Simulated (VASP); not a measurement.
# P (Cmce) in VASP: a series of runs

P is run at these levels: PBE+D3(BJ); tasks: single point.

Everything below comes from runs of VASP 6.6.1. Logs are shortened: lines on timing, memory, paths and dates and some standing lists are left out, and cuts for length are marked.

## Step 1: The cell of the first run

The structure is orthorhombic, space group Cmce (No. 64). Conventional cell: a = 3.123 Å, b = 10.344 Å, c = 4.229 Å, α = 90.00°, β = 90.00°, γ = 90.00°. P (site symmetry m) has 3 P at 2.15 to 2.28 Å within 2.8 Å.

## Step 2: Single point, PBE+D3(BJ) (uniaxial strain along a: -6.0 %)

Contents of INCAR:

```
SYSTEM = P
ALGO = Normal
EDIFF = 1E-7
ENCUT = 520
GGA = PE
ISIF = 2
ISMEAR = 0
IVDW = 12
LASPH = .TRUE.
LCHARG = .FALSE.
LREAL = .FALSE.
LWAVE = .FALSE.
NBANDS = 30
NELM = 80
PREC = Accurate
SIGMA = 0.1
```

Contents of KPOINTS:

```
k-points
0
G
  10 4 8
  0 0 0
```

Contents of POSCAR:

```
P
1.0
    3.1231728303      0.0000000000      0.0000000000
    0.0000000000     10.3443936461      0.0000000000
    0.0000000000      0.0000000000      4.2293647509
P
8
Direct
    0.0000000000      0.8939715989      0.9247014262
    0.5000000000      0.8939715989      0.5752985738
    0.5000000000      0.6060284011      0.0752985738
    0.0000000000      0.6060284011      0.4247014262
    0.5000000000      0.3939715989      0.9247014262
    0.0000000000      0.3939715989      0.5752985738
    0.0000000000      0.1060284011      0.0752985738
    0.5000000000      0.1060284011      0.4247014262
```

Potentials or basis: VASP PAW PBE potentials, release 64 (P).

Run with:

```bash
> cat potpaw_PBE.64/P/POTCAR > POTCAR
> mpirun -np 1 vasp_std > vasp.out
```

OUTCAR:

```text
SYSTEM = P
   EDIFF = 1E-7
   ENCUT = 520
   GGA = PE
   ISIF = 2
   ISMEAR = 0
   IVDW = 12
   LASPH = .TRUE.
   LREAL = .FALSE.
   NELM = 80
   PREC = Accurate
 IVDW          = 12

 ion  position               nearest neighbor table
   1  0.000  0.894  0.925-   2 2.15   2 2.15   7 2.28
   2  0.500  0.894  0.575-   1 2.15   1 2.15   8 2.28
   3  0.500  0.606  0.075-   4 2.15   4 2.15   5 2.28
   4  0.000  0.606  0.425-   3 2.15   3 2.15   6 2.28
   5  0.500  0.394  0.925-   6 2.15   6 2.15   3 2.28
   6  0.000  0.394  0.575-   5 2.15   5 2.15   4 2.28
   7  0.000  0.106  0.075-   8 2.15   8 2.15   1 2.28
   8  0.500  0.106  0.425-   7 2.15   7 2.15   2 2.28

  LATTYP: Found a simple orthorhombic cell.
 ALAT       =     3.1231728303
 B/A-ratio  =     1.3541885066
 C/A-ratio  =     3.3121425576

  Lattice vectors:

 A1 = (  -3.1231728303,   0.0000000000,   0.0000000000)
 A2 = (   0.0000000000,   0.0000000000,   4.2293647509)
 A3 = (   0.0000000000,  10.3443936461,   0.0000000000)

Analysis of symmetry for initial positions (statically):
=====================================================================
 Subroutine PRICEL returns following result:

  LATTYP: Found a base centered orthorhombic cell.
 ALAT       =     3.1231728303
 B/A-ratio  =     3.3121425576
 C/A-ratio  =     1.3541885066

  Lattice vectors:

 A1 = (  -1.5615864151,   5.1721968231,   0.0000000000)
 A2 = (  -1.5615864152,  -5.1721968230,   0.0000000000)
 A3 = (   0.0000000000,   0.0000000000,   4.2293647509)

   2 primitive cells build up your supercell.

 Routine SETGRP: Setting up the symmetry group for a
 simple orthorhombic supercell.

 Subroutine GETGRP returns: Found  8 space group operations
 (whereof  4 operations were pure point group operations)
 out of a pool of  8 trial point group operations.

The static configuration has the point symmetry C_2h.
 The point group associated with its full space group is D_2h.

Analysis of symmetry for dynamics (positions and initial velocities):
=====================================================================
 Subroutine PRICEL returns following result:

  LATTYP: Found a base centered orthorhombic cell.
 ALAT       =     3.1231728303
 B/A-ratio  =     3.3121425576
 C/A-ratio  =     1.3541885066

  Lattice vectors:

 A1 = (  -1.5615864151,   5.1721968231,   0.0000000000)
 A2 = (  -1.5615864152,  -5.1721968230,   0.0000000000)
 A3 = (   0.0000000000,   0.0000000000,   4.2293647509)

   2 primitive cells build up your supercell.

 Routine SETGRP: Setting up the symmetry group for a
 simple orthorhombic supercell.

 Subroutine GETGRP returns: Found  8 space group operations
 (whereof  4 operations were pure point group operations)
 out of a pool of  8 trial point group operations.

The dynamic configuration has the point symmetry C_2h.
 The point group associated with its full space group is D_2h.

 Subroutine INISYM returns: Found  8 space group operations
 (whereof  4 operations are pure point group operations),
 and found     2 'primitive' translations

----------------------------------------------------------------------------------------

                                     Primitive cell

  volume of cell :      68.3197

  direct lattice vectors                    reciprocal lattice vectors
    -1.561586415  5.172196823  0.000000000    -0.320187212  0.096670722  0.000000000
    -1.561586415 -5.172196823  0.000000000    -0.320187212 -0.096670722  0.000000000
     0.000000000  0.000000000  4.229364751     0.000000000  0.000000000  0.236442128

  length of vectors
     5.402792991  5.402792991  4.229364751     0.334462373  0.334462373  0.236442128

  position of ions in fractional coordinates (direct lattice)
     0.893971599  0.106028401  0.924701426
     0.393971599  0.606028401  0.575298574
     0.106028401  0.893971599  0.075298574
     0.606028401  0.393971599  0.424701426

  ion indices of the primitive-cell ions
   primitive index   ion index
                 1           1
                 2           2
                 3           7
                 4           4

----------------------------------------------------------------------------------------

 KPOINTS: k-points

Automatic generation of k-mesh.
 Grid dimensions read from file:
 generate k-points for:   10    4    8

 Generating k-lattice:

  Cartesian coordinates                     Fractional coordinates (reciprocal lattice)
     0.032018721  0.000000000  0.000000000     0.100000000  0.000000000  0.000000000
     0.000000000  0.024167680  0.000000000     0.000000000  0.250000000  0.000000000
     0.000000000  0.000000000  0.029555266     0.000000000  0.000000000  0.125000000

  Length of vectors
     0.032018721  0.024167680  0.029555266

  Shift w.r.t. Gamma in fractional coordinates (k-lattice)
     0.000000000  0.000000000  0.000000000

 Subroutine IBZKPT returns following result:
 ===========================================

 Found     90 irreducible k-points:

 Following reciprocal coordinates:
            Coordinates               Weight
  0.000000  0.000000  0.000000      1.000000
  0.100000  0.000000  0.000000      2.000000
  0.200000  0.000000  0.000000      2.000000
  0.300000  0.000000  0.000000      2.000000
  0.400000  0.000000  0.000000      2.000000
  0.500000  0.000000  0.000000      1.000000
[... 16 lines left out ...]
  0.400000  0.000000  0.125000      4.000000
  0.500000  0.000000  0.125000      2.000000
 [... further k-points ...]
   k-points           NKPTS =     90   k-points in BZ     NKDIM =     90   number of bands    NBANDS=     30
   number of dos      NEDOS =    301   number of ions     NIONS =      8
   total plane-waves  NPLWV =  61440
   dimension x,y,z NGX =    24 NGY =   80 NGZ =   32
   dimension x,y,z NGXF=    48 NGYF=  160 NGZF=   64
   ions per type =               8
   NGX,Y,Z   is equivalent  to a cutoff of  12.78, 12.86, 12.58 a.u.
   NGXF,Y,Z  is equivalent  to a cutoff of  25.55, 25.71, 25.16 a.u.
 SYSTEM =  P
   PREC   = accura    normal or accurate (medium, high low for compatibility)
   ISTART =      0    job   : 0-new  1-cont  2-samecut
   ICHARG =      2    charge: 1-file 2-atom 10-const
   ISPIN  =      1    spin polarized calculation?
   LNONCOLLINEAR =      F non collinear calculations
   LSORBIT =      F    spin-orbit coupling
   LASPH  =      T    aspherical Exc in radial PAW
   ENCUT  =  520.0 eV  38.22 Ry    6.18 a.u.   5.81 19.23  7.86*2*pi/ulx,y,z
   NELM   =     80;   NELMIN=  2; NELMDL= -5     # of ELM steps
   EDIFF  = 0.1E-06   stopping-criterion for ELM
   LREAL  =      F    real-space projection
   EDIFFG = 0.1E-05   stopping-criterion for IOM
   NSW    =      0    number of steps for IOM
   IBRION =     -1    ionic relax: 0-MD 1-quasi-New 2-CG
   NFREE  =      0    steps in history (QN), initial steepest desc. (CG)
   ISIF   =      2    stress and relaxation
   ISYM   =      2    0-nonsym 1-usesym 2-fastsym
   POTIM  = 0.5000    time-step for ionic-motion
   TEBEG  =    0.0;   TEEND  =   0.0 temperature during run
   PSTRESS=    0.0 pullay stress
   NELECT =      40.0000    total number of electrons
   NUPDOWN=      -1.0000    fix difference up-down
   EMIN   =  10.00;   EMAX   =-10.00  energy-range for DOS
   EFERMI =   0.00;   METHOD = LEGACY
   ISMEAR =     0;   SIGMA  =   0.10  broadening in eV -4-tet -1-fermi 0-gaus
   EFERMI_NEDOS =   21; number of points for ismear=-14 and -15
   IALGO  =     38    algorithm
   IMIX   =      4    mixing-type and parameters
     AMIX     =   0.40;   BMIX     =  1.00
     AMIX_MAG =   1.60;   BMIX_MAG =  1.00
  volume/ion in A,a.u.               =      17.08       115.26
  Fermi-wavevector in a.u.,A,eV,Ry     =   1.087016  2.054163 16.076707  1.181605
  Thomas-Fermi vector in A             =   2.223166
   LORBIT       =      0    0 simple, 1 ext, 2 COOP (PROOUT), +10 PAW based schemes
   GGA     = PE    functional components
   LHFCALC =     F    Hartree Fock is set to
   AEXX    =    0.0000 exact exchange contribution
   IVDW    =    12    specifies the selected vdW correction
   LEPSILON=     F    determine dielectric tensor
   LRPA    =     F    only Hartree local field effects (RPA)
 non-spin polarized calculation
 Gauss-broadening in eV      SIGMA  =   0.10
  energy-cutoff  :      520.00
  volume of cell :      136.64
 maximum number of plane-waves:      3714
 NGX is ok and might be reduce to    24
   NGX = 11   NGY = 39   NGZ = 15

 number of electron      40.0000012 magnetization

 Free energy of the ion-electron system (eV)
  ---------------------------------------------------
  ext. energy  EPLUGINS =         0.00000000
  ---------------------------------------------------
  free energy    TOTEN  =       -42.30886529 eV

  energy without entropy =      -42.30684912  energy(sigma->0) =      -42.30785721

 E-fermi :   7.6663     XC(G=0): -10.3750

 val. band max:        7.5927867710   @ k =   0.0000   0.0000   0.3750
 cond. band min:       7.6788292456   @ k =   0.1000   0.2500   0.0000
 fundamental gap:      0.0860424746
 Fermi energy:         7.6663361794

 k-point     1 :       0.0000    0.0000    0.0000
  band No.  band energies     occupation
      1      -8.6470      2.00000
      2      -8.3231      2.00000
      3      -6.4016      2.00000
      4      -5.6603      2.00000
      5      -1.3749      2.00000
      6      -1.1524      2.00000
[... 22 lines left out ...]
     29      13.3148      0.00000
     30      13.3386      0.00000

 k-point     2 :       0.1000    0.0000    0.0000
  band No.  band energies     occupation
      1      -8.5089      2.00000
      2      -8.1861      2.00000
      3      -6.2606      2.00000
      4      -5.5209      2.00000
      5      -1.4004      2.00000
      6      -1.2134      2.00000
[... 718 lines left out ...]
 k-point    24 :       0.5000    0.0000    0.1250
  band No.  band energies     occupation
      1      -5.2357      2.00000
      2      -5.2357      2.00000
      3      -4.9691      2.00000
      4      -4.9691      2.00000
      5      -2.9170      2.00000
      6      -2.9170      2.00000
[... 22 lines left out ...]
     29      10.5915      0.00000
     30      10.5915      0.00000

 [... further k-points ...]

------------------------ aborting loop because EDIFF is reached ----------------------------------------

 Edisp (eV)   -3.28340

 E8    (eV) :    -1.2412

  FORCE on cell =-STRESS in cart. coord.  units (eV):
  Direction    XX          YY          ZZ          XY          YZ          ZX
  --------------------------------------------------------------------------------------
  -------------------------------------------------------------------------------------
  Total      11.99933    -1.63205     4.09991     0.00000     0.00000     0.00000
  in kB     140.69909   -19.13678    48.07386     0.00000     0.00000     0.00000
  external pressure =       56.55 kB  Pullay stress =        0.00 kB

 VOLUME and BASIS-vectors are now :
 -----------------------------------------------------------------------------
  energy-cutoff  :      520.00
  volume of cell :      136.64
      direct lattice vectors                 reciprocal lattice vectors
     3.123172830  0.000000000  0.000000000     0.320187212  0.000000000  0.000000000
     0.000000000 10.344393646  0.000000000     0.000000000  0.096670722  0.000000000
     0.000000000  0.000000000  4.229364751     0.000000000  0.000000000  0.236442128

 POSITION                                       TOTAL-FORCE (eV/Angst)
 -----------------------------------------------------------------------------------
      0.00000      9.24759      3.91090        -0.000000      0.111511      0.463998
      1.56159      9.24759      2.43315         0.000000      0.111511     -0.463998
      1.56159      6.26900      0.31847         0.000000     -0.111511     -0.463998
      0.00000      6.26900      1.79622        -0.000000     -0.111511      0.463998
      1.56159      4.07540      3.91090        -0.000000      0.111511      0.463998
      0.00000      4.07540      2.43315         0.000000      0.111511     -0.463998
      0.00000      1.09680      0.31847        -0.000000     -0.111511     -0.463998
      1.56159      1.09680      1.79622         0.000000     -0.111511      0.463998
 -----------------------------------------------------------------------------------
    total drift:                               -0.000000     -0.000000      0.000000

  FREE ENERGIE OF THE ION-ELECTRON SYSTEM (eV)
  ---------------------------------------------------
  free  energy   TOTEN  =       -45.5922695977 eV

  energy  without entropy=      -45.5902534266  energy(sigma->0) =      -45.59126151
```

Wall time 2.6 min (1 thread of Intel Xeon 6975P-C (Granite Rapids), shared host); peak memory 0.39 GiB.

Results:

```
Free energy                : -45.5923 eV
Pressure                   : 5.7 GPa
Largest force              : 0.477 eV/Å
Band gap on the k mesh     : zero (bands 20 and 21 overlap by 0.12 eV)
Dispersion energy per atom : -0.410 eV
```

Forces on the atoms (eV/Å):
```
P    0.000  0.112  0.464
P    0.000  0.112 -0.464
P    0.000 -0.112 -0.464
P    0.000 -0.112  0.464
P    0.000  0.112  0.464
P    0.000  0.112 -0.464
P    0.000 -0.112 -0.464
P    0.000 -0.112  0.464
```

Levels at points of the mesh, in eV from the Fermi level:
```tsv
k point	band 17	band 18	band 19	band 20	band 21	band 22	band 23	band 24
(0.00, 0.00, 0.00)	-2.06	-1.68	-1.36	-0.75	0.39	0.73	1.40	1.91
(0.50, 0.00, 0.00)	-3.04	-3.04	-2.10	-2.10	0.44	0.44	0.81	0.81
(0.00, 0.50, 0.00)	-1.86	-1.86	-0.32	-0.32	0.53	0.53	1.58	1.58
(0.50, 0.50, 0.00)	-2.63	-2.63	-2.63	-2.63	0.78	0.78	0.78	0.78
(0.00, 0.00, 0.50)	-1.18	-1.18	-0.59	-0.59	1.67	1.67	2.43	2.43
(0.50, 0.00, 0.50)	-2.34	-2.34	-2.34	-2.34	2.14	2.14	2.14	2.14
(0.00, 0.50, 0.50)	-0.71	-0.71	-0.71	-0.71	2.35	2.35	2.35	2.35
(0.50, 0.50, 0.50)	-2.02	-2.02	-2.02	-2.02	1.48	1.48	1.48	1.48
```

Caveat: the cell differs from its parent crystal (uniaxial strain along a: -6.0 %); the stress differs along the axes, from -2 to 14 GPa.

(Part 1 of 3 ends here.)

The gap in the log of VASP goes by the Fermi energy; the results here count the filled bands.